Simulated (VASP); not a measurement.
Here is a VASP 6.6.1 calculation.

The input INCAR:

```
SYSTEM = CdF2
PREC = Accurate
ENCUT = 520
EDIFF = 1E-6
ISMEAR = 0
SIGMA = 0.02
LREAL = .FALSE.
LASPH = .TRUE.
NELM = 60
ALGO = Normal
ISIF = 2
LWAVE = .FALSE.
LCHARG = .FALSE.
GGA = PE
NBANDS = 35
```

The input KPOINTS:

```
regular mesh
0
G
  12 12 4
  0 0 0
```

File POSCAR:

```
CdF2
1.0
    3.3504822141      0.0000000000      0.0000000000
   -1.6752411070      2.9016027123      0.0000000000
    0.0000000000      0.0000000000     10.1361882717
Cd F
2 4
Direct
    0.3333333333      0.6666666667      0.2500000000
    0.6666666667      0.3333333333      0.7500000000
    0.3333333333      0.6666666667      0.6270444664
    0.6666666667      0.3333333333      0.1270444664
    0.3333333333      0.6666666667      0.8729555336
    0.6666666667      0.3333333333      0.3729555336
```

Potentials or basis: VASP PAW PBE potentials, release 64 (Cd, F).

Run with:

```bash
$ cat potpaw_PBE.64/Cd/POTCAR potpaw_PBE.64/F/POTCAR > POTCAR
$ mpirun -np 1 vasp_std > vasp.out
```

What does it give for the pressure?

0.6 GPa.

Predict the largest force.

0.077 eV/Å.

What does it give for the band gap on the k mesh?

2.43 eV (least direct gap 2.62 eV).

Forces in eV/Å, atoms in the order of the input:
```
Cd   0.000  0.000  0.000
Cd   0.000  0.000  0.000
F    0.000  0.000 -0.077
F    0.000  0.000 -0.077
F    0.000  0.000  0.077
F    0.000  0.000  0.077
```

A k mesh can miss the band edges.
